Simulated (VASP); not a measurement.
SrCl2, 3 atoms in the cell. The structure is tetragonal, space group I4mm (No. 107). The conventional cell has a = 4.929 Å, b = 4.929 Å, c = 6.971 Å, α = 90.00°, β = 90.00°, γ = 90.00°. Sr (site symmetry 4mm) has 8 Cl at 2.91 to 3.14 Å within 3.8 Å. Within 3.8 Å of Cl (site symmetry 2mm) lie 4 Sr at 2.91 to 3.14 Å and 6 Cl at 3.49 Å.  This cell differs from its parent crystal: all Cl atoms moved -0.200 Å, as atom 2 along Cartesian [1 0 0].

```yaml
Program: VASP 6.6.1
Task: single point
Functional: r2SCAN
Potentials_or_basis: VASP PAW PBE potentials, release 64 (Sr_sv, Cl)
Cutoff: 520 eV
k_mesh: 6 × 6 × 6
Occupations: gaussian, width 0.05 eV
Spin: no spin polarisation
Dipole_correction: no
Further_INCAR_settings: ALGO = Normal; EDIFF = 1e-07; NBANDS = 19
```

Potentials or basis: VASP PAW PBE potentials, release 64 (Sr_sv, Cl).

Launch:

```bash
$ cat potpaw_PBE.64/Sr_sv/POTCAR potpaw_PBE.64/Cl/POTCAR > POTCAR
$ cp INCAR.step1 INCAR
$ mpirun -np 1 vasp_std > vasp.out
$ cp INCAR.step2 INCAR
$ mpirun -np 1 vasp_std > vasp.out
```

Hardware: 1 thread of Intel(R) Xeon(R) Platinum 8488C (Sapphire Rapids) (shared host).

Problem. Estimate the wall time of this run.

Solution. Run time: 2.5 min on 1 thread of Intel(R) Xeon(R) Platinum 8488C (Sapphire Rapids), on a shared host, peak memory 0.27 GiB. Counts: k points 30.
